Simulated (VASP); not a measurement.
# CuAu (P4/mmm) in VASP: notebook

Runs on CuAu. Level: PBEsol. Tasks: single point, relaxation of cell and atoms.

Program: VASP 6.6.1. These are calculated values, not measurements. Logs are shortened: lines on timing, memory, paths and dates and some standing lists are left out, and cuts for length are marked.

## Step 1: The cell of the first run

The structure is tetragonal, space group P4/mmm (No. 123). The conventional cell has a = 2.795 Å, b = 2.795 Å, c = 3.636 Å, α = 90.00°, β = 90.00°, γ = 90.00°. Within 3.7 Å of Au (site symmetry 4/mmm) lie 8 Cu at 2.69 Å and 6 Au at 2.79 to 3.64 Å. Within 3.7 Å of Cu (site symmetry 4/mmm) lie 8 Au at 2.69 Å and 6 Cu at 2.79 to 3.64 Å.

## Step 2: Single point, PBEsol

The input, INCAR:

```
SYSTEM = CuAu
  PREC = Accurate
  ENCUT = 520
  EDIFF = 1E-6
  ISMEAR = -1
  SIGMA = 0.05
  LREAL = .False.
  LASPH = .True.
  NELM = 80
  ALGO = Normal
  ISIF = 2
  LWAVE = .False.
  LCHARG = .True.
  GGA = PS
  LELF = .True.
  LVHAR = .True.
  NBANDS = 18
```

The input, KPOINTS:

```
regular mesh
0
Gamma
  9 9 7
  0 0 0
```

The input, POSCAR:

```
CuAu
1.0
    2.7948033172      0.0000000000      0.0000000000
    0.0000000000      2.7948033172      0.0000000000
    0.0000000000      0.0000000000      3.6361656960
Au Cu
1 1
Direct
    0.0000000000      0.0000000000      0.0000000000
    0.5000000000      0.5000000000      0.5000000000
```

Potentials or basis: VASP PAW PBE potentials, release 64 (Au, Cu).

Command:

```bash
cat potpaw_PBE.64/Au/POTCAR potpaw_PBE.64/Cu/POTCAR > POTCAR
mpirun -np 1 vasp_std > vasp.out
```

OUTCAR:

```text
SYSTEM = CuAu
   PREC = Accurate
   ENCUT = 520
   EDIFF = 1E-6
   ISMEAR = -1
   LREAL = .False.
   LASPH = .True.
   NELM = 80
   ISIF = 2
   GGA = PS

 ion  position               nearest neighbor table
   1  0.000  0.000  0.000-   2 2.69   2 2.69   2 2.69   2 2.69   2 2.69   2 2.69   2 2.69   2 2.69

   2  0.500  0.500  0.500-   1 2.69   1 2.69   1 2.69   1 2.69   1 2.69   1 2.69   1 2.69   1 2.69

  LATTYP: Found a simple tetragonal cell.
 ALAT       =     2.7948033172
 C/A-ratio  =     1.3010452913

  Lattice vectors:

 A1 = (   2.7948033172,   0.0000000000,   0.0000000000)
 A2 = (   0.0000000000,   2.7948033172,   0.0000000000)
 A3 = (   0.0000000000,   0.0000000000,   3.6361656960)

Analysis of symmetry for initial positions (statically):
=====================================================================
 Subroutine PRICEL returns:
 Original cell was already a primitive cell.

 Routine SETGRP: Setting up the symmetry group for a
 simple tetragonal supercell.

 Subroutine GETGRP returns: Found 16 space group operations
 (whereof 16 operations were pure point group operations)
 out of a pool of 16 trial point group operations.

The static configuration has the point symmetry D_4h.

Analysis of symmetry for dynamics (positions and initial velocities):
=====================================================================
 Subroutine PRICEL returns:
 Original cell was already a primitive cell.

 Routine SETGRP: Setting up the symmetry group for a
 simple tetragonal supercell.

 Subroutine GETGRP returns: Found 16 space group operations
 (whereof 16 operations were pure point group operations)
 out of a pool of 16 trial point group operations.

The dynamic configuration has the point symmetry D_4h.

 Subroutine INISYM returns: Found 16 space group operations
 (whereof 16 operations are pure point group operations),
 and found     1 'primitive' translations

----------------------------------------------------------------------------------------

                                     Primitive cell

  volume of cell :      28.4018

  direct lattice vectors                    reciprocal lattice vectors
     2.794803317  0.000000000  0.000000000     0.357806932  0.000000000  0.000000000
     0.000000000  2.794803317  0.000000000     0.000000000  0.357806932  0.000000000
     0.000000000  0.000000000  3.636165696     0.000000000  0.000000000  0.275014970

  length of vectors
     2.794803317  2.794803317  3.636165696     0.357806932  0.357806932  0.275014970

  position of ions in fractional coordinates (direct lattice)
     0.000000000  0.000000000  0.000000000
     0.500000000  0.500000000  0.500000000

  ion indices of the primitive-cell ions
   primitive index   ion index
                 1           1
                 2           2

----------------------------------------------------------------------------------------

 KPOINTS: regular mesh

Automatic generation of k-mesh.
 Grid dimensions read from file:
 generate k-points for:    9    9    7

 Generating k-lattice:

  Cartesian coordinates                     Fractional coordinates (reciprocal lattice)
     0.039756326  0.000000000  0.000000000     0.111111111  0.000000000  0.000000000
     0.000000000  0.039756326  0.000000000     0.000000000  0.111111111  0.000000000
     0.000000000  0.000000000  0.039287853     0.000000000  0.000000000  0.142857143

  Length of vectors
     0.039756326  0.039756326  0.039287853

  Shift w.r.t. Gamma in fractional coordinates (k-lattice)
     0.000000000  0.000000000  0.000000000

 Subroutine IBZKPT returns following result:
 ===========================================

 Found     60 irreducible k-points:

 Following reciprocal coordinates:
            Coordinates               Weight
  0.000000  0.000000  0.000000      1.000000
  0.111111  0.000000  0.000000      4.000000
  0.222222  0.000000  0.000000      4.000000
  0.333333  0.000000  0.000000      4.000000
  0.444444  0.000000  0.000000      4.000000
  0.111111  0.111111  0.000000      4.000000
[... 16 lines left out ...]
  0.333333  0.111111  0.142857     16.000000
  0.444444  0.111111  0.142857     16.000000
 [... further k-points ...]
   k-points           NKPTS =     60   k-points in BZ     NKDIM =     60   number of bands    NBANDS=     18
   number of dos      NEDOS =    301   number of ions     NIONS =      2
   total plane-waves  NPLWV =  16128
   dimension x,y,z NGX =    24 NGY =   24 NGZ =   28
   dimension x,y,z NGXF=    48 NGYF=   48 NGZF=   56
   ions per type =               1   1
   NGX,Y,Z   is equivalent  to a cutoff of  14.28, 14.28, 12.80 a.u.
   NGXF,Y,Z  is equivalent  to a cutoff of  28.55, 28.55, 25.60 a.u.
 SYSTEM =  CuAu
   PREC   = accura    normal or accurate (medium, high low for compatibility)
   ISTART =      0    job   : 0-new  1-cont  2-samecut
   ICHARG =      2    charge: 1-file 2-atom 10-const
   ISPIN  =      1    spin polarized calculation?
   LNONCOLLINEAR =      F non collinear calculations
   LSORBIT =      F    spin-orbit coupling
   LASPH  =      T    aspherical Exc in radial PAW
   ENCUT  =  520.0 eV  38.22 Ry    6.18 a.u.   5.20  5.20  6.76*2*pi/ulx,y,z
   NELM   =     80;   NELMIN=  2; NELMDL= -5     # of ELM steps
   EDIFF  = 0.1E-05   stopping-criterion for ELM
   LREAL  =      F    real-space projection
   EDIFFG = 0.1E-04   stopping-criterion for IOM
   NSW    =      0    number of steps for IOM
   IBRION =     -1    ionic relax: 0-MD 1-quasi-New 2-CG
   NFREE  =      0    steps in history (QN), initial steepest desc. (CG)
   ISIF   =      2    stress and relaxation
   ISYM   =      2    0-nonsym 1-usesym 2-fastsym
   POTIM  = 0.5000    time-step for ionic-motion
   TEBEG  =    0.0;   TEEND  =   0.0 temperature during run
   PSTRESS=    0.0 pullay stress
   NELECT =      22.0000    total number of electrons
   NUPDOWN=      -1.0000    fix difference up-down
   EMIN   =  10.00;   EMAX   =-10.00  energy-range for DOS
   EFERMI =   0.00;   METHOD = LEGACY
   ISMEAR =    -1;   SIGMA  =   0.05  broadening in eV -4-tet -1-fermi 0-gaus
   EFERMI_NEDOS =   21; number of points for ismear=-14 and -15
   IALGO  =     38    algorithm
   IMIX   =      4    mixing-type and parameters
     AMIX     =   0.40;   BMIX     =  1.00
     AMIX_MAG =   1.60;   BMIX_MAG =  1.00
  volume/ion in A,a.u.               =      14.20        95.83
  Fermi-wavevector in a.u.,A,eV,Ry     =   1.503489  2.841183 30.755698  2.260480
  Thomas-Fermi vector in A             =   2.614593
   LORBIT       =      0    0 simple, 1 ext, 2 COOP (PROOUT), +10 PAW based schemes
   GGA     = PS    functional components
   LHFCALC =     F    Hartree Fock is set to
   AEXX    =    0.0000 exact exchange contribution
   IVDW    =     0    specifies the selected vdW correction
   LEPSILON=     F    determine dielectric tensor
   LRPA    =     F    only Hartree local field effects (RPA)
 non-spin polarized calculation
  energy-cutoff  :      520.00
  volume of cell :       28.40
 maximum number of plane-waves:       780
 NGX is ok and might be reduce to    24
   NGX = 11   NGY = 11   NGZ = 13

 number of electron      22.0000003 magnetization

 Free energy of the ion-electron system (eV)
  ---------------------------------------------------
  ext. energy  EPLUGINS =         0.00000000
  ---------------------------------------------------
  free energy    TOTEN  =        -8.37384514 eV

  energy without entropy =       -8.37027485  energy(sigma->0) =       -8.37206000

 E-fermi :   8.8924     XC(G=0): -12.9809

 val. band max:        8.8534200200   @ k =   0.1111   0.1111   0.2857
 cond. band min:       8.9105104788   @ k =   0.3333   0.1111   0.4286
 fundamental gap:      0.0570904589
 Fermi energy:         8.8923668590

 k-point     1 :       0.0000    0.0000    0.0000
  band No.  band energies     occupation
      1      -1.1435      2.00000
      2       2.1220      2.00000
      3       2.2765      2.00000
      4       4.7502      2.00000
      5       4.7502      2.00000
      6       5.8473      2.00000
[... 10 lines left out ...]
     17      25.8924      0.00000
     18      26.3829      0.00000

 k-point     2 :       0.1111    0.0000    0.0000
  band No.  band energies     occupation
      1      -0.8534      2.00000
      2       2.2582      2.00000
      3       2.4547      2.00000
      4       4.5761      2.00000
      5       4.8201      2.00000
      6       5.7228      2.00000
[... 10 lines left out ...]
     17      26.4871      0.00000
     18      27.9389      0.00000

 k-point     3 :       0.2222    0.0000    0.0000
  band No.  band energies     occupation
      1      -0.0521      2.00000
      2       2.5332      2.00000
      3       3.0427      2.00000
      4       4.1207      2.00000
      5       5.0164      2.00000
      6       5.3940      2.00000
[... 10 lines left out ...]
     17      25.7934      0.00000
     18      27.7698      0.00000

 k-point     4 :       0.3333    0.0000    0.0000
  band No.  band energies     occupation
      1       1.0273      2.00000
      2       2.9035      2.00000
      3       3.6119      2.00000
      4       3.7935      2.00000
      5       5.0137      2.00000
      6       5.2937      2.00000
[... 375 lines left out ...]
      4       4.0657      2.00000
      5       4.6852      2.00000
      6       5.1401      2.00000
[... 10 lines left out ...]
     17      26.7074      0.00000
     18      27.7075      0.00000

 k-point    23 :       0.3333    0.1111    0.1429
  band No.  band energies     occupation
      1       1.4424      2.00000
      2       3.0055      2.00000
      3       3.5337      2.00000
      4       3.9118      2.00000
      5       4.6947      2.00000
      6       4.9534      2.00000
[... 10 lines left out ...]
     17      26.0407      0.00000
     18      26.6117      0.00000

 k-point    24 :       0.4444    0.1111    0.1429
  band No.  band energies     occupation
      1       2.2401      2.00000
      2       2.8243      2.00000
      3       3.5823      2.00000
      4       3.8977      2.00000
      5       4.7589      2.00000
      6       5.3286      2.00000
[... 10 lines left out ...]
     17      24.1132      0.00000
     18      24.8254      0.00000

 [... further k-points ...]

------------------------ aborting loop because EDIFF is reached ----------------------------------------

  FORCE on cell =-STRESS in cart. coord.  units (eV):
  Direction    XX          YY          ZZ          XY          YZ          ZX
  --------------------------------------------------------------------------------------
  -------------------------------------------------------------------------------------
  Total       -0.0014644     -0.0014644      0.0112856      0.0000000     -0.0000000     -0.0000000
  in kB       -0.0826084     -0.0826084      0.6366324      0.0000000     -0.0000000     -0.0000000
  external PRESSURE =       0.1571385 kB  Pullay stress =       0.0000000 kB

 VOLUME and BASIS-vectors are now :
 -----------------------------------------------------------------------------
  energy-cutoff  :      520.00
  volume of cell :       28.40
      direct lattice vectors                 reciprocal lattice vectors
     2.794803317  0.000000000  0.000000000     0.357806932  0.000000000  0.000000000
     0.000000000  2.794803317  0.000000000     0.000000000  0.357806932  0.000000000
     0.000000000  0.000000000  3.636165696     0.000000000  0.000000000  0.275014970

 POSITION                                       TOTAL-FORCE (eV/Angst)
 -----------------------------------------------------------------------------------
      0.00000      0.00000      0.00000         0.000000      0.000000      0.000000
      1.39740      1.39740      1.81808         0.000000      0.000000      0.000000
 -----------------------------------------------------------------------------------
    total drift:                                0.000000      0.000000     -0.000000

  FREE ENERGIE OF THE ION-ELECTRON SYSTEM (eV)
  ---------------------------------------------------
  free  energy   TOTEN  =        -8.3738451417 eV

  energy  without entropy=       -8.3702748488  energy(sigma->0) =       -8.37206000
```

It took 19 s on 1 thread of Intel Xeon Platinum 8488C (Sapphire Rapids), shared host; peak memory 0.16 GiB.

What came out:

| Item | Value |
| --- | --- |
| Free energy | -8.3738 eV |
| Pressure | 0.0 GPa |
| Band gap on the k mesh | zero (bands 11 and 12 overlap by 5.49 eV) |

Caveat: the PAW data sets were made with another functional, which shifts forces and pressure a little; spin-orbit coupling is left out, which moves the levels of the heavy elements.

## Step 3: Relaxation of cell and atoms, PBEsol

This run uses another cell than the first one, of 14.56 Å³/atom.

The input, INCAR:

```
SYSTEM = CuAu
  ALGO = Normal
  EDIFF = 1E-6
  EDIFFG = -0.02
  ENCUT = 600
  GGA = PS
  IBRION = 2
  ISIF = 3
  ISMEAR = -1
  LASPH = .True.
  LCHARG = .False.
  LREAL = .False.
  LWAVE = .False.
  NELM = 80
  NSW = 80
  PREC = Accurate
  SIGMA = 0.05
```

The input, KPOINTS:

```
k-points
0
Gamma
  9 9 7
  0 0 0
```

The input, POSCAR:

```
CuAu
1.0
    2.8107494552      0.0000000000      0.0000000000
    0.0000000000      2.8107494552      0.0000000000
    0.0000000000      0.0000000000      3.6850000000
Au Cu
1 1
Direct
    0.0000000000      0.0000000000      0.0000000000
    0.5000000000      0.5000000000      0.5000000000
```

Potentials or basis: VASP PAW PBE potentials, release 64 (Au, Cu).

Command:

```bash
cat potpaw_PBE.64/Au/POTCAR potpaw_PBE.64/Cu/POTCAR > POTCAR
mpirun -np 1 vasp_std > vasp.out
```

Run time: 64 s. Hardware: 1 thread of Intel Xeon Platinum 8488C (Sapphire Rapids), shared host; peak memory 0.18 GiB.

The run converged. Its results:

| Property | Result |
| --- | --- |
| Free energy | -8.3740 eV |
| Relaxed volume | 14.22 Å³/atom |
| Relaxed cell | a = 2.796 Å, b = 2.796 Å, c = 3.637 Å, α = 90.00°, β = 90.00°, γ = 90.00° |
| Space group after relaxing (to 0.1 Å) | P4/mmm (No. 123) |
| Energy gained by relaxing | 4.3 meV/atom |
| Ionic steps | 6 |
| Pressure after relaxing | 0.0 GPa |
| Band gap on the k mesh | zero (bands 11 and 12 overlap by 5.49 eV) |

Stress tensor (GPa, compression positive):
```
-0.05  0.00  0.00
 0.00 -0.05  0.00
 0.00  0.00  0.05
```

Step by step:
| step | energy change (eV) | largest force (eV/Å) | pressure (GPa) | volume (Å³) |
| --- | --- | --- | --- | --- |
| 1 | 0.0000 | 0.0000 | -3.83 | 29.11 |
| 2 | 0.0032 | 0.0000 | 4.99 | 27.67 |
| 3 | -0.0083 | 0.0000 | 0.05 | 28.44 |
| 4 | -0.0083 | 0.0000 | -0.07 | 28.45 |
| 5 | -0.0084 | 0.0000 | -0.09 | 28.45 |
| 6 | -0.0085 | 0.0000 | -0.02 | 28.44 |

Final structure:
```
Au Cu
1.0
     2.79636    0.00000    0.00000
     0.00000    2.79636    0.00000
     0.00000    0.00000    3.63695
Au Cu
1 1
Cartesian
  0.0000 0.0000 0.0000
  1.3982 1.3982 1.8185
```

Levels at points of the mesh, in eV from the Fermi level:
| k point | band 8 | band 9 | band 10 | band 11 | band 12 | band 13 | band 14 | band 15 |
| --- | --- | --- | --- | --- | --- | --- | --- | --- |
| (0.00, 0.00, 0.00) | -2.14 | -1.69 | -1.45 | -1.45 | 2.16 | 8.39 | 9.99 | 9.99 |

Caveat: the PAW data sets were made with another functional, which shifts forces and pressure a little; spin-orbit coupling is left out, which moves the levels of the heavy elements.

The gap in the log of VASP goes by the Fermi energy; the results here count the filled bands.